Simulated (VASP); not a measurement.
# HRh8 in VASP: a series of runs

The runs below take HRh8 through single point, with PBE+D3(BJ).

Everything below comes from runs of VASP 6.6.1. Logs are shortened: lines on timing, memory, paths and dates and some standing lists are left out, and cuts for length are marked.

## 1. The cell of the first run

The cell holds a slab with vacuum, 9 atoms: a = 5.365 Å, b = 3.794 Å, c = 21.240 Å, α = 90.00°, β = 90.00°, γ = 90.00°.

## 2. Single point, PBE+D3(BJ)

INCAR

```
SYSTEM = HRh8
ALGO = Normal ; DIPOL = 0.5 0.5 0.305
EDIFF = 1E-6 ; ENCUT = 520
GGA = PE ; IDIPOL = 3
ISIF = 2 ; ISMEAR = 0
IVDW = 12 ; LASPH = .TRUE.
LCHARG = .TRUE. ; LDIPOL = .TRUE.
LELF = .TRUE. ; LREAL = .FALSE.
LVACPOTAV = .TRUE. ; LVHAR = .TRUE.
LWAVE = .FALSE. ; NBANDS = 70
NELM = 80 ; PREC = Accurate
SIGMA = 0.1
```

KPOINTS

```
k-points
0
G
  5 7 1
  0 0 0
```

POSCAR

```
HRh8
1.0
    5.3650160441      0.0000000000      0.0000000000
    0.0000000000      3.7936392259      0.0000000000
    0.0000000000      0.0000000000     21.2400770646
Rh H
8 1
Direct
    0.2500000000      0.5000000000      0.1883232338
    0.7500000000      0.5000000000      0.1883232338
    0.0000000000      0.0000000000      0.2514705570
    0.5000000000      0.0000000000      0.2514705570
    0.2500000000      0.5000000000      0.3153506346
    0.7500000000      0.5000000000      0.3153506346
    0.0000000000      0.0000000000      0.3738252475
    0.5000000000      0.0000000000      0.3738252475
    0.0833333333      0.5000000000      0.4915272686
```

Potentials or basis: VASP PAW PBE potentials, release 64 (Rh_pv, H).

Command:

```console
cat potpaw_PBE.64/Rh_pv/POTCAR potpaw_PBE.64/H/POTCAR > POTCAR
mpirun -np 1 vasp_std > vasp.out
```

OUTCAR:

```text
SYSTEM = HRh8
   EDIFF = 1E-6
   ENCUT = 520
   GGA = PE
   ISIF = 2
   ISMEAR = 0
   IVDW = 12
   LASPH = .TRUE.
   LREAL = .FALSE.
   NELM = 80
   PREC = Accurate
 IVDW          = 12

 ion  position               nearest neighbor table
   1  0.250  0.500  0.188-   2 2.68   2 2.68   4 2.68   3 2.68   4 2.68   3 2.68   5 2.70
   2  0.750  0.500  0.188-   1 2.68   1 2.68   4 2.68   3 2.68   4 2.68   3 2.68   6 2.70
   3  0.000  0.000  0.251-   7 2.60   4 2.68   4 2.68   2 2.68   1 2.68   2 2.68   1 2.68   5 2.69
                             5 2.69   6 2.69   6 2.69
   4  0.500  0.000  0.251-   8 2.60   3 2.68   3 2.68   2 2.68   1 2.68   2 2.68   1 2.68   5 2.69
                             5 2.69   6 2.69   6 2.69
   5  0.250  0.500  0.315-   7 2.63   8 2.63   7 2.63   8 2.63   6 2.68   6 2.68   4 2.69   4 2.69
                             3 2.69   3 2.69   1 2.70
   6  0.750  0.500  0.315-   7 2.63   8 2.63   7 2.63   8 2.63   5 2.68   5 2.68   4 2.69   4 2.69
                             3 2.69   3 2.69   2 2.70
   7  0.000  0.000  0.374-   3 2.60   5 2.63   6 2.63   5 2.63   6 2.63   8 2.68   8 2.68
   8  0.500  0.000  0.374-   4 2.60   5 2.63   6 2.63   5 2.63   6 2.63   7 2.68   7 2.68
   9  0.083  0.500  0.492-

  LATTYP: Found a simple orthorhombic cell.
 ALAT       =     3.7936392259
 B/A-ratio  =     1.4142135624
 C/A-ratio  =     5.5988658383

  Lattice vectors:

 A1 = (   0.0000000000,  -3.7936392259,   0.0000000000)
 A2 = (   5.3650160441,   0.0000000000,   0.0000000000)
 A3 = (   0.0000000000,   0.0000000000,  21.2400770646)

Analysis of symmetry for initial positions (statically):
=====================================================================
 Subroutine PRICEL returns:
 Original cell was already a primitive cell.

 Routine SETGRP: Setting up the symmetry group for a
 simple orthorhombic supercell.

 Subroutine GETGRP returns: Found  2 space group operations
 (whereof  2 operations were pure point group operations)
 out of a pool of  8 trial point group operations.

The static configuration has the point symmetry C_1h.

Analysis of symmetry for dynamics (positions and initial velocities):
=====================================================================
 Subroutine PRICEL returns:
 Original cell was already a primitive cell.

 Routine SETGRP: Setting up the symmetry group for a
 simple orthorhombic supercell.

 Subroutine GETGRP returns: Found  2 space group operations
 (whereof  2 operations were pure point group operations)
 out of a pool of  8 trial point group operations.

The dynamic configuration has the point symmetry C_1h.

 Subroutine INISYM returns: Found  2 space group operations
 (whereof  2 operations are pure point group operations),
 and found     1 'primitive' translations

----------------------------------------------------------------------------------------

                                     Primitive cell

  volume of cell :     432.2979

  direct lattice vectors                    reciprocal lattice vectors
     5.365016044  0.000000000  0.000000000     0.186392732  0.000000000  0.000000000
     0.000000000  3.793639226  0.000000000     0.000000000  0.263599130  0.000000000
     0.000000000  0.000000000 21.240077065     0.000000000  0.000000000  0.047080808

  length of vectors
     5.365016044  3.793639226 21.240077065     0.186392732  0.263599130  0.047080808

  position of ions in fractional coordinates (direct lattice)
     0.250000000  0.500000000  0.188323234
     0.750000000  0.500000000  0.188323234
     0.000000000  0.000000000  0.251470557
     0.500000000  0.000000000  0.251470557
     0.250000000  0.500000000  0.315350635
     0.750000000  0.500000000  0.315350635
     0.000000000  0.000000000  0.373825248
     0.500000000  0.000000000  0.373825248
     0.083333333  0.500000000  0.491527269

  ion indices of the primitive-cell ions
   primitive index   ion index
                 1           1
                 2           2
                 3           3
                 4           4
                 5           5
                 6           6
                 7           7
                 8           8
                 9           9

----------------------------------------------------------------------------------------

 KPOINTS: k-points

Automatic generation of k-mesh.
 Grid dimensions read from file:
 generate k-points for:    5    7    1

 Generating k-lattice:

  Cartesian coordinates                     Fractional coordinates (reciprocal lattice)
     0.037278546  0.000000000  0.000000000     0.200000000  0.000000000  0.000000000
     0.000000000  0.037657019  0.000000000     0.000000000  0.142857143  0.000000000
     0.000000000  0.000000000  0.047080808     0.000000000  0.000000000  1.000000000

  Length of vectors
     0.037278546  0.037657019  0.047080808

  Shift w.r.t. Gamma in fractional coordinates (k-lattice)
     0.000000000  0.000000000  0.000000000

 Subroutine IBZKPT returns following result:
 ===========================================

 Found     12 irreducible k-points:

 Following reciprocal coordinates:
            Coordinates               Weight
  0.000000  0.000000  0.000000      1.000000
  0.200000  0.000000  0.000000      2.000000
  0.400000  0.000000  0.000000      2.000000
  0.000000  0.142857  0.000000      2.000000
  0.200000  0.142857  0.000000      4.000000
  0.400000  0.142857  0.000000      4.000000
  0.000000  0.285714  0.000000      2.000000
  0.200000  0.285714  0.000000      4.000000
  0.400000  0.285714  0.000000      4.000000
  0.000000  0.428571  0.000000      2.000000
  0.200000  0.428571  0.000000      4.000000
  0.400000  0.428571  0.000000      4.000000
   k-points           NKPTS =     12   k-points in BZ     NKDIM =     12   number of bands    NBANDS=     70
   number of dos      NEDOS =    301   number of ions     NIONS =      9
   total plane-waves  NPLWV = 179200
   dimension x,y,z NGX =    40 NGY =   28 NGZ =  160
   dimension x,y,z NGXF=    80 NGYF=   56 NGZF=  320
   ions per type =               8   1
   NGX,Y,Z   is equivalent  to a cutoff of  12.39, 12.27, 12.52 a.u.
   NGXF,Y,Z  is equivalent  to a cutoff of  24.79, 24.54, 25.05 a.u.
 SYSTEM =  HRh8
   PREC   = accura    normal or accurate (medium, high low for compatibility)
   ISTART =      0    job   : 0-new  1-cont  2-samecut
   ICHARG =      2    charge: 1-file 2-atom 10-const
   ISPIN  =      1    spin polarized calculation?
   LNONCOLLINEAR =      F non collinear calculations
   LSORBIT =      F    spin-orbit coupling
   LASPH  =      T    aspherical Exc in radial PAW
   ENCUT  =  520.0 eV  38.22 Ry    6.18 a.u.   9.98  7.05 39.49*2*pi/ulx,y,z
   NELM   =     80;   NELMIN=  2; NELMDL= -5     # of ELM steps
   EDIFF  = 0.1E-05   stopping-criterion for ELM
   LREAL  =      F    real-space projection
   EDIFFG = 0.1E-04   stopping-criterion for IOM
   NSW    =      0    number of steps for IOM
   IBRION =     -1    ionic relax: 0-MD 1-quasi-New 2-CG
   NFREE  =      0    steps in history (QN), initial steepest desc. (CG)
   ISIF   =      2    stress and relaxation
   ISYM   =      2    0-nonsym 1-usesym 2-fastsym
   POTIM  = 0.5000    time-step for ionic-motion
   TEBEG  =    0.0;   TEEND  =   0.0 temperature during run
   PSTRESS=    0.0 pullay stress
   NELECT =     121.0000    total number of electrons
   NUPDOWN=      -1.0000    fix difference up-down
   EMIN   =  10.00;   EMAX   =-10.00  energy-range for DOS
   EFERMI =   0.00;   METHOD = LEGACY
   ISMEAR =     0;   SIGMA  =   0.10  broadening in eV -4-tet -1-fermi 0-gaus
   EFERMI_NEDOS =   21; number of points for ismear=-14 and -15
   IALGO  =     38    algorithm
   IMIX   =      4    mixing-type and parameters
     AMIX     =   0.40;   BMIX     =  1.00
     AMIX_MAG =   1.60;   BMIX_MAG =  1.00
  volume/ion in A,a.u.               =      48.03       324.14
  Fermi-wavevector in a.u.,A,eV,Ry     =   1.070884  2.023676 15.603046  1.146792
  Thomas-Fermi vector in A             =   2.206607
   LORBIT       =      0    0 simple, 1 ext, 2 COOP (PROOUT), +10 PAW based schemes
   GGA     = PE    functional components
   LHFCALC =     F    Hartree Fock is set to
   AEXX    =    0.0000 exact exchange contribution
   IVDW    =    12    specifies the selected vdW correction
   LEPSILON=     F    determine dielectric tensor
   LRPA    =     F    only Hartree local field effects (RPA)
 non-spin polarized calculation
 Gauss-broadening in eV      SIGMA  =   0.10
  energy-cutoff  :      520.00
  volume of cell :      432.30
 maximum number of plane-waves:     11681
 NGX is ok and might be reduce to    40
   NGX = 19   NGY = 15   NGZ = 79

 dipolmoment           0.000000      0.000000     -0.170119 electrons x Angstroem

 number of electron     121.0000043 magnetization

 dipolmoment           0.000000      0.000000      0.173850 electrons x Angstroem

 Free energy of the ion-electron system (eV)
  ---------------------------------------------------
  ext. energy  EPLUGINS =         0.00000000
  ---------------------------------------------------
  free energy    TOTEN  =       -52.73363298 eV

  energy without entropy =      -52.61748044  energy(sigma->0) =      -52.67555671

 E-fermi :  -0.8677     XC(G=0):  -4.8020

 val. band max:       -0.8678819616   @ k =   0.4000   0.2857   0.0000
 cond. band min:      -0.8624214330   @ k =   0.0000   0.4286   0.0000
 fundamental gap:      0.0054605287
 Fermi energy:        -0.8676680609

 k-point     1 :       0.0000    0.0000    0.0000
  band No.  band energies     occupation
      1     -47.8442      2.00000
      2     -47.7794      2.00000
      3     -47.7751      2.00000
      4     -47.5529      2.00000
      5     -47.5317      2.00000
      6     -47.4702      2.00000
[... 62 lines left out ...]
     69       2.3977      0.00000
     70       2.4726      0.00000
[... 801 lines left out ...]
     69       1.6895      0.00000
     70       1.7517      0.00000

------------------------ aborting loop because EDIFF is reached ----------------------------------------

 Edisp (eV)   -3.12904

 E8    (eV) :    -1.4672

  FORCE on cell =-STRESS in cart. coord.  units (eV):
  Direction    XX          YY          ZZ          XY          YZ          ZX
  --------------------------------------------------------------------------------------
  -------------------------------------------------------------------------------------
  Total      -8.64063    -7.44778    -4.68914     0.00000     0.00000    -0.23083
  in kB     -32.02380   -27.60286   -17.37884     0.00000     0.00000    -0.85549
  external pressure =      -25.67 kB  Pullay stress =        0.00 kB

 VOLUME and BASIS-vectors are now :
 -----------------------------------------------------------------------------
  energy-cutoff  :      520.00
  volume of cell :      432.30
      direct lattice vectors                 reciprocal lattice vectors
     5.365016044  0.000000000  0.000000000     0.186392732  0.000000000  0.000000000
     0.000000000  3.793639226  0.000000000     0.000000000  0.263599130  0.000000000
     0.000000000  0.000000000 21.240077065     0.000000000  0.000000000  0.047080808

 POSITION                                       TOTAL-FORCE (eV/Angst)
 -----------------------------------------------------------------------------------
      1.34125      1.89682      4.00000        -0.003370      0.000000      0.680035
      4.02376      1.89682      4.00000        -0.008631      0.000000      0.666818
      0.00000      0.00000      5.34125        -0.010478      0.000000     -0.652857
      2.68251      0.00000      5.34125         0.016861      0.000000     -0.582824
      1.34125      1.89682      6.69807         0.055695      0.000000     -0.122593
      4.02376      1.89682      6.69807        -0.043843      0.000000     -0.062647
      0.00000      0.00000      7.94008         0.140735      0.000000      1.072330
      2.68251      0.00000      7.94008        -0.048113      0.000000      0.099084
      0.44708      1.89682     10.44008        -0.098854      0.000000     -1.097346
 -----------------------------------------------------------------------------------
    total drift:                               -0.000032      0.000000      0.000422

  FREE ENERGIE OF THE ION-ELECTRON SYSTEM (eV)
  ---------------------------------------------------
  free  energy   TOTEN  =       -55.8626753227 eV

  energy  without entropy=      -55.7465227861  energy(sigma->0) =      -55.80459905

 vacuum level on the upper side and lower side of the slab         5.231         3.685
```

Run time: 9.7 min. Hardware: 1 thread of Intel Xeon Platinum 8375C at 2.90GHz (Ice Lake), shared host; peak memory 0.56 GiB.

What came out:

```
Free energy                : -55.8627 eV
Largest force              : 1.102 eV/Å
Dispersion energy per atom : -0.348 eV
```

Forces on the atoms (eV/Å):
```
Rh  -0.003  0.000  0.680
Rh  -0.009  0.000  0.667
Rh  -0.010  0.000 -0.653
Rh   0.017  0.000 -0.583
Rh   0.056  0.000 -0.123
Rh  -0.044  0.000 -0.063
Rh   0.141  0.000  1.072
Rh  -0.048  0.000  0.099
H   -0.099  0.000 -1.097
```

## 3. Single point, PBE+D3(BJ)

INCAR

```
ALGO     = Normal         # electronic algorithm
DIPOL    = 0.5 0.5 0.305
EDIFF    = 1E-7           # SCF threshold, eV
ENCUT    = 520            # plane-wave cutoff, eV
GGA      = PE             # functional
IDIPOL   = 3            
ISIF     = 2              # what is computed and relaxed
ISMEAR   = 0              # smearing method
IVDW     = 12             # dispersion correction
LASPH    = True           # aspherical terms in the spheres
LCHARG   = False          # write CHGCAR
LDIPOL   = True         
LREAL    = False          # projectors in reciprocal space
LWAVE    = False          # write WAVECAR
NBANDS   = 70             # bands
NELM     = 60             # most SCF steps
PREC     = Accurate       # precision mode
SIGMA    = 0.1            # smearing width, eV
```

KPOINTS

```
k-points
0
Gamma
  5 7 1
```

POSCAR: that of step 2 with these lines changed.

```diff
@@ -16,2 +16,2 @@
     0.5000000000      0.0000000000      0.3738252475
-    0.0833333333      0.5000000000      0.4915272686
+    0.2500000000      0.2500000000      0.4915272686
```

Potentials or basis: VASP PAW PBE potentials, release 64 (Rh_pv, H).

Command:

```console
cat potpaw_PBE.64/Rh_pv/POTCAR potpaw_PBE.64/H/POTCAR > POTCAR
mpirun -np 1 vasp_std > vasp.out
```

Run time: 11 min. Hardware: 1 thread of Intel Xeon Platinum 8375C at 2.90GHz (Ice Lake), shared host; peak memory 0.57 GiB.

Results (log left out):

| Item | Value |
| --- | --- |
| Free energy | -56.0675 eV |
| Largest force | 1.414 eV/Å |
| Dispersion energy per atom | -0.347 eV |

Forces on the atoms (eV/Å):
```
Rh   0.000 -0.004  0.663
Rh   0.000  0.036  0.666
Rh  -0.056 -0.020 -0.583
Rh   0.056 -0.020 -0.583
Rh   0.000  0.013 -0.188
Rh   0.000  0.104 -0.102
Rh   0.368  0.155  0.739
Rh  -0.368  0.155  0.739
H    0.000 -0.418 -1.350
```

Levels at points of the mesh, in eV from the Fermi level:
| k point | band 57 | band 58 | band 59 | band 60 | band 61 | band 62 |
| --- | --- | --- | --- | --- | --- | --- |
| (0.00, 0.00, 0.00) | -0.08 | -0.01 | 0.07 | 0.10 | 0.17 | 0.29 |

(Continued in part 2 of 2.)
